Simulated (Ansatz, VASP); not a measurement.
## Two plane-wave programs on CdS

File INCAR:

```
PREC = Accurate
ENCUT = 630
EDIFF = 1E-6
ISMEAR = 0
SIGMA = 0.01
LREAL = F
LASPH = T
NELM = 120
ALGO = Normal
ISIF = 2
LWAVE = F
LCHARG = F
GGA = PE
NBANDS = 34
GGA_COMPAT = F
```

File KPOINTS:

```
Automatic mesh
0
Gamma
  6 6 4
```

POSCAR

```
CdS
1.0
    4.1112823886      0.0000000000      0.0000000000
   -2.0556411943      3.5604749906      0.0000000000
    0.0000000000      0.0000000000      6.6885272848
Cd S
2 2
Direct
    0.3333333333      0.6666666667     -0.0008015218
    0.6666666667      0.3333333333      0.4991984782
    0.3333333333      0.6666666667      0.3758015218
    0.6666666667      0.3333333333      0.8758015218
```

Input for Ansatz:

```yaml
crystal:
  lattice:
    - [4.1112823886, 0.0, 0.0]
    - [-2.0556411943, 3.5604749906, 0.0]
    - [0.0, 0.0, 6.6885272848]
  atoms:
    - { symbol: Cd, position: [0.3333333333, 0.6666666667, -0.0008015218] }
    - { symbol: Cd, position: [0.6666666667, 0.3333333333, 0.4991984782] }
    - { symbol: S, position: [0.3333333333, 0.6666666667, 0.3758015218] }
    - { symbol: S, position: [0.6666666667, 0.3333333333, 0.8758015218] }
kpoints:
  mp_grid: { grid: [6, 6, 4] }
hamiltonian:
  xc: pbe
scf:
  occupations: { method: fixed }
  n_extra_bands: 5
output:
  forces: true
  stress: true
  eigenvalues: true
```

Alike in both runs: task single point; functional PBE; k mesh 6 × 6 × 4; no spin polarisation.

```csv
,VASP,Ansatz
version,VASP 6.6.1,Ansatz 0.2.0
potentials or method,"VASP PAW PBE potentials, release 64 (Cd_sv_GW, S)","plane waves, PAW"
plane-wave cutoff (eV),630,420
occupations,"gaussian, width 0.01 eV",fixed
valence electrons in the cell,52,52
```

Ansatz gave:

* gap on the k mesh at the Fermi level (eV): 1.26
* pressure (GPa): 3.8

What did VASP give for the same quantities?

gap on the k mesh at the Fermi level (eV): 1.25; pressure (GPa): 3.7.
